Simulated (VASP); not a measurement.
# Ni (Fm-3m) in VASP: notebook

The runs below take Ni through single point, with r2SCAN.

Everything below comes from runs of VASP 6.6.1. Logs are shortened: lines on timing, memory, paths and dates and some standing lists are left out, and cuts for length are marked.

## (1) The cell of the first run

The structure is cubic, space group Fm-3m (No. 225). The conventional cell has a = 3.542 Å, b = 3.542 Å, c = 3.542 Å, α = 90.00°, β = 90.00°, γ = 90.00°. Within 3.3 Å of Ni (site symmetry m-3m) lie 12 Ni at 2.50 Å.

## (2) Single point, r2SCAN

POSCAR reads:

```
Ni
1.0
    0.0000000000      1.7710500000      1.7710500000
    1.7710500000      0.0000000000      1.7710500000
    1.7710500000      1.7710500000      0.0000000000
Ni
1
Direct
    0.0000000000      0.0000000000      0.0000000000
```

INCAR.step1 reads:

```
PREC = Accurate ; ENCUT = 520
ISMEAR = 0 ; SIGMA = 0.05
LREAL = False ; LASPH = True
NELM = 100 ; NBANDS = 11
GGA = PE ; ALGO = Normal
EDIFF = 1E-4 ; LWAVE = True
LCHARG = False
```

INCAR.step2 reads:

```
PREC = Accurate ; ENCUT = 520
EDIFF = 1E-6 ; ISMEAR = 0
SIGMA = 0.05 ; LREAL = False
LASPH = True ; NELM = 100
ALGO = Normal ; ISIF = 2
LWAVE = False ; LCHARG = False
METAGGA = R2SCAN ; LMIXTAU = True
NBANDS = 11 ; ISTART = 1
```

KPOINTS reads:

```
Automatic mesh
0
Gamma
  13 13 13
```

Potentials or basis: VASP PAW PBE potentials, release 64 (Ni).

Started as:

```bash
$ cat potpaw_PBE.64/Ni/POTCAR > POTCAR
$ cp INCAR.step1 INCAR
$ mpirun -np 1 vasp_std > vasp.out
$ cp INCAR.step2 INCAR
$ mpirun -np 1 vasp_std > vasp.out
```

OUTCAR:

```text
PREC = Accurate
   ENCUT = 520
   EDIFF = 1E-6
   ISMEAR = 0
   LREAL = False
   LASPH = True
   NELM = 100
   ISIF = 2
   METAGGA = R2SCAN
   ISTART = 1

 ion  position               nearest neighbor table
   1  0.000  0.000  0.000-

  LATTYP: Found a face centered cubic cell.
 ALAT       =     3.5421000000

  Lattice vectors:

 A1 = (   0.0000000000,   1.7710500000,   1.7710500000)
 A2 = (   1.7710500000,   0.0000000000,   1.7710500000)
 A3 = (   1.7710500000,   1.7710500000,   0.0000000000)

Analysis of symmetry for initial positions (statically):
=====================================================================
 Subroutine PRICEL returns:
 Original cell was already a primitive cell.

 Routine SETGRP: Setting up the symmetry group for a
 face centered cubic supercell.

 Subroutine GETGRP returns: Found 48 space group operations
[... 9 lines left out ...]

 Routine SETGRP: Setting up the symmetry group for a
 face centered cubic supercell.

 Subroutine GETGRP returns: Found 48 space group operations
[... 11 lines left out ...]
                                     Primitive cell

  volume of cell :      11.1102

  direct lattice vectors                    reciprocal lattice vectors
     0.000000000  1.771050000  1.771050000    -0.282318399  0.282318399  0.282318399
     1.771050000  0.000000000  1.771050000     0.282318399 -0.282318399  0.282318399
     1.771050000  1.771050000  0.000000000     0.282318399  0.282318399 -0.282318399

  length of vectors
     2.504642930  2.504642930  2.504642930     0.488989810  0.488989810  0.488989810

  position of ions in fractional coordinates (direct lattice)
     0.000000000  0.000000000  0.000000000

  ion indices of the primitive-cell ions
   primitive index   ion index
                 1           1

----------------------------------------------------------------------------------------

 KPOINTS: Automatic mesh

Automatic generation of k-mesh.
 Grid dimensions read from file:
 generate k-points for:   13   13   13

 Generating k-lattice:

  Cartesian coordinates                     Fractional coordinates (reciprocal lattice)
    -0.021716800  0.021716800  0.021716800     0.076923077  0.000000000  0.000000000
     0.021716800 -0.021716800  0.021716800     0.000000000  0.076923077  0.000000000
     0.021716800  0.021716800 -0.021716800     0.000000000  0.000000000  0.076923077

  Length of vectors
     0.037614601  0.037614601  0.037614601

  Shift w.r.t. Gamma in fractional coordinates (k-lattice)
     0.000000000  0.000000000  0.000000000

 Subroutine IBZKPT returns following result:
 ===========================================

 Found     84 irreducible k-points:

 Following reciprocal coordinates:
            Coordinates               Weight
  0.000000  0.000000  0.000000      1.000000
  0.076923  0.000000  0.000000      8.000000
  0.153846  0.000000  0.000000      8.000000
  0.230769  0.000000  0.000000      8.000000
  0.307692  0.000000  0.000000      8.000000
  0.384615  0.000000  0.000000      8.000000
[... 16 lines left out ...]
  0.384615  0.153846  0.000000     24.000000
  0.461538  0.153846  0.000000     24.000000
 [... further k-points ...]
   k-points           NKPTS =     84   k-points in BZ     NKDIM =     84   number of bands    NBANDS=     11
   number of dos      NEDOS =    301   number of ions     NIONS =      1
   total plane-waves  NPLWV =   8000
   dimension x,y,z NGX =    20 NGY =   20 NGZ =   20
   dimension x,y,z NGXF=    40 NGYF=   40 NGZF=   40
   ions per type =               1
   NGX,Y,Z   is equivalent  to a cutoff of  13.28, 13.28, 13.28 a.u.
   NGXF,Y,Z  is equivalent  to a cutoff of  26.55, 26.55, 26.55 a.u.
 SYSTEM =  unknown system
   PREC   = accura    normal or accurate (medium, high low for compatibility)
   ISTART =      1    job   : 0-new  1-cont  2-samecut
   ICHARG =      0    charge: 1-file 2-atom 10-const
   ISPIN  =      1    spin polarized calculation?
   LNONCOLLINEAR =      F non collinear calculations
   LSORBIT =      F    spin-orbit coupling
   LASPH  =      T    aspherical Exc in radial PAW
   ENCUT  =  520.0 eV  38.22 Ry    6.18 a.u.   4.66  4.66  4.66*2*pi/ulx,y,z
   NELM   =    100;   NELMIN=  2; NELMDL=  0     # of ELM steps
   EDIFF  = 0.1E-05   stopping-criterion for ELM
   LREAL  =      F    real-space projection
   EDIFFG = 0.1E-04   stopping-criterion for IOM
   NSW    =      0    number of steps for IOM
   IBRION =     -1    ionic relax: 0-MD 1-quasi-New 2-CG
   NFREE  =      0    steps in history (QN), initial steepest desc. (CG)
   ISIF   =      2    stress and relaxation
   ISYM   =      2    0-nonsym 1-usesym 2-fastsym
   POTIM  = 0.5000    time-step for ionic-motion
   TEBEG  =    0.0;   TEEND  =   0.0 temperature during run
   PSTRESS=    0.0 pullay stress
   NELECT =      10.0000    total number of electrons
   NUPDOWN=      -1.0000    fix difference up-down
   EMIN   =  10.00;   EMAX   =-10.00  energy-range for DOS
   EFERMI =   0.00;   METHOD = LEGACY
   ISMEAR =     0;   SIGMA  =   0.05  broadening in eV -4-tet -1-fermi 0-gaus
   EFERMI_NEDOS =   21; number of points for ismear=-14 and -15
   IALGO  =     38    algorithm
   IMIX   =      4    mixing-type and parameters
     AMIX     =   0.40;   BMIX     =  1.00
     AMIX_MAG =   1.60;   BMIX_MAG =  1.00
  volume/ion in A,a.u.               =      11.11        74.98
  Fermi-wavevector in a.u.,A,eV,Ry     =   1.580644  2.986984 33.993269  2.498435
  Thomas-Fermi vector in A             =   2.680840
   LORBIT       =      0    0 simple, 1 ext, 2 COOP (PROOUT), +10 PAW based schemes
   METAGGA = R2SCAN    functional components
   LHFCALC =     F    Hartree Fock is set to
   AEXX    =    0.0000 exact exchange contribution
   IVDW    =     0    specifies the selected vdW correction
   LEPSILON=     F    determine dielectric tensor
   LRPA    =     F    only Hartree local field effects (RPA)
 non-spin polarized calculation
 Gauss-broadening in eV      SIGMA  =   0.05
  energy-cutoff  :      520.00
  volume of cell :       11.11
 maximum number of plane-waves:       310
   NGX =  9   NGY =  9   NGZ =  9

 number of electron      10.0000009 magnetization

 Free energy of the ion-electron system (eV)
  ---------------------------------------------------
  ext. energy  EPLUGINS =         0.00000000
  ---------------------------------------------------
  free energy    TOTEN  =       -11.79614869 eV

  energy without entropy =      -11.79144232  energy(sigma->0) =      -11.79379550

 E-fermi :   8.6806     XC(G=0): -14.2069

 val. band max:        8.6699012623   @ k =   0.4615   0.1538   0.0000
 cond. band min:       8.6917652622   @ k =  -0.3077   0.3846   0.1538
 fundamental gap:      0.0218639999
 Fermi energy:         8.6805833814

 k-point     1 :       0.0000    0.0000    0.0000
  band No.  band energies     occupation
      1      -0.3241      2.00000
      2       6.8704      2.00000
      3       6.8704      2.00000
      4       6.8704      2.00000
      5       7.8708      2.00000
      6       7.8708      2.00000
      7      33.2451      0.00000
      8      37.4048      0.00000
      9      37.4048      0.00000
     10      37.4048      0.00000
     11      40.0941      0.00000

 k-point     2 :       0.0769    0.0000    0.0000
  band No.  band energies     occupation
      1      -0.0876      2.00000
      2       6.8071      2.00000
      3       6.9214      2.00000
      4       6.9214      2.00000
      5       7.8501      2.00000
      6       7.8501      2.00000
      7      32.3109      0.00000
      8      35.0959      0.00000
      9      36.8181      0.00000
     10      36.8181      0.00000
     11      40.9498      0.00000

 k-point     3 :       0.1538    0.0000    0.0000
  band No.  band energies     occupation
      1       0.6029      2.00000
      2       6.6502      2.00000
      3       7.0282      2.00000
      4       7.0282      2.00000
      5       7.8324      2.00000
      6       7.8324      2.00000
      7      28.7678      0.00000
      8      34.1601      0.00000
      9      35.9231      0.00000
     10      35.9232      0.00000
     11      41.5213      0.00000

 k-point     4 :       0.2308    0.0000    0.0000
  band No.  band energies     occupation
      1       1.6741      2.00000
      2       6.5011      2.00000
      3       7.0598      2.00000
      4       7.0598      2.00000
      5       7.9401      2.00000
      6       7.9401      2.00000
      7      24.7290      0.00000
      8      33.5616      0.00000
      9      35.2095      0.00000
     10      35.2095      0.00000
     11      41.2295      0.00000

 k-point     5 :       0.3077    0.0000    0.0000
  band No.  band energies     occupation
      1       2.9220      2.00000
      2       6.5701      2.00000
      3       6.9721      2.00000
      4       6.9721      2.00000
      5       8.1943      2.00000
      6       8.1943      2.00000
      7      20.9271      0.00000
      8      32.8284      0.00000
      9      34.7384      0.00000
     10      34.7384      0.00000
     11      39.4378      0.00000

 k-point     6 :       0.3846    0.0000    0.0000
  band No.  band energies     occupation
      1       3.8761      2.00000
      2       6.8579      2.00000
      3       6.8579      2.00000
      4       7.2364      2.00000
      5       8.4624      2.00000
      6       8.4624      2.00000
      7      17.5996      0.00000
      8      32.1769      0.00000
      9      34.4951      0.00000
     10      34.4952      0.00000
     11      37.9958      0.00000

 k-point     7 :       0.4615    0.0000    0.0000
  band No.  band energies     occupation
      1       4.2352      2.00000
      2       6.7863      2.00000
      3       6.7863      2.00000
      4       8.3444      2.00000
      5       8.6276      1.86574
      6       8.6277      1.86559
      7      15.2657      0.00000
      8      31.8052      0.00000
      9      34.4208      0.00000
     10      34.4209      0.00000
     11      37.1902      0.00000

 k-point     8 :       0.0769    0.0769    0.0000
  band No.  band energies     occupation
      1      -0.0091      2.00000
      2       6.7557      2.00000
      3       6.9573      2.00000
      4       6.9573      2.00000
      5       7.7696      2.00000
      6       7.9103      2.00000
      7      32.5824      0.00000
      8      35.1989      0.00000
      9      35.1989      0.00000
     10      36.0063      0.00000
     11      41.4458      0.00000
[... 141 lines left out ...]
 k-point    19 :      -0.0769    0.0769    0.0000
  band No.  band energies     occupation
      1       0.3004      2.00000
      2       6.6957      2.00000
      3       6.9978      2.00000
      4       7.0088      2.00000
      5       7.7471      2.00000
      6       7.9066      2.00000
      7      31.0506      0.00000
      8      32.5565      0.00000
      9      36.0773      0.00000
     10      38.2579      0.00000
     11      40.1497      0.00000

 k-point    20 :       0.1538    0.1538    0.0000
  band No.  band energies     occupation
      1       0.9040      2.00000
      2       6.4436      2.00000
      3       7.2109      2.00000
      4       7.2109      2.00000
      5       7.5091      2.00000
      6       8.0203      2.00000
      7      31.4021      0.00000
      8      32.1992      0.00000
      9      32.1992      0.00000
     10      33.5502      0.00000
     11      39.7003      0.00000

 k-point    21 :       0.2308    0.1538    0.0000
  band No.  band energies     occupation
      1       1.6897      2.00000
      2       6.2459      2.00000
      3       7.1851      2.00000
      4       7.3514      2.00000
      5       7.6038      2.00000
      6       8.1182      2.00000
      7      28.0030      0.00000
      8      30.9451      0.00000
      9      31.6334      0.00000
     10      33.8027      0.00000
     11      38.1743      0.00000

 k-point    22 :       0.3077    0.1538    0.0000
  band No.  band energies     occupation
      1       2.7777      2.00000
      2       6.0936      2.00000
      3       6.9441      2.00000
      4       7.3689      2.00000
      5       8.0767      2.00000
      6       8.3152      2.00000
      7      24.0174      0.00000
      8      30.1350      0.00000
      9      30.7077      0.00000
     10      33.3719      0.00000
     11      39.3976      0.00000

 k-point    23 :       0.3846    0.1538    0.0000
  band No.  band energies     occupation
      1       3.8927      2.00000
      2       6.1026      2.00000
      3       6.7465      2.00000
      4       7.2829      2.00000
      5       8.5411      1.99992
      6       8.8180      0.00010
      7      20.3114      0.00000
      8      29.4797      0.00000
      9      29.8099      0.00000
     10      32.5658      0.00000
     11      42.2196      0.00000

 k-point    24 :       0.4615    0.1538    0.0000
  band No.  band energies     occupation
      1       4.5706      2.00000
      2       6.2578      2.00000
      3       6.7994      2.00000
      4       7.1763      2.00000
      5       8.6699      1.23745
      6       9.9525      0.00000
      7      17.1021      0.00000
      8      28.1993      0.00000
      9      30.0152      0.00000
     10      32.1603      0.00000
     11      42.3637      0.00000

 [... further k-points ...]
[... 5 lines left out ...]
  --------------------------------------------------------------------------------------
  -------------------------------------------------------------------------------------
  Total       -0.8769677     -0.8769677     -0.8769677      0.0000000      0.0000000      0.0000000
  in kB     -126.4653957   -126.4653957   -126.4653957      0.0000000      0.0000000      0.0000000
  external PRESSURE =    -126.4653957 kB  Pullay stress =       0.0000000 kB

 VOLUME and BASIS-vectors are now :
 -----------------------------------------------------------------------------
  energy-cutoff  :      520.00
  volume of cell :       11.11
      direct lattice vectors                 reciprocal lattice vectors
     0.000000000  1.771050000  1.771050000    -0.282318399  0.282318399  0.282318399
     1.771050000  0.000000000  1.771050000     0.282318399 -0.282318399  0.282318399
     1.771050000  1.771050000  0.000000000     0.282318399  0.282318399 -0.282318399

 POSITION                                       TOTAL-FORCE (eV/Angst)
 -----------------------------------------------------------------------------------
      0.00000      0.00000      0.00000         0.000000     -0.000000      0.000000
 -----------------------------------------------------------------------------------
    total drift:                                0.000000      0.000000      0.000000

  FREE ENERGIE OF THE ION-ELECTRON SYSTEM (eV)
  ---------------------------------------------------
  free  energy   TOTEN  =       -11.7961486854 eV

  energy  without entropy=      -11.7914423178  energy(sigma->0) =      -11.79379550
```

Wall time 25 s (1 thread of Intel Xeon 6975P-C (Granite Rapids), shared host); peak memory 0.13 GiB.

Results:

```
Free energy            : -11.7961 eV
Pressure               : -12.6 GPa
Band gap on the k mesh : zero (band 5 reaches 8.84 eV, above the bottom of band 6 at 7.83 eV)
```

Caveat: the PAW data sets were made with another functional, which shifts forces and pressure a little; the run has no spin polarisation, though such a crystal can be magnetic. Spin polarisation is off, so any magnetic state and its effect on volume and gap are missing.

(Part 1 of 2 ends here.)
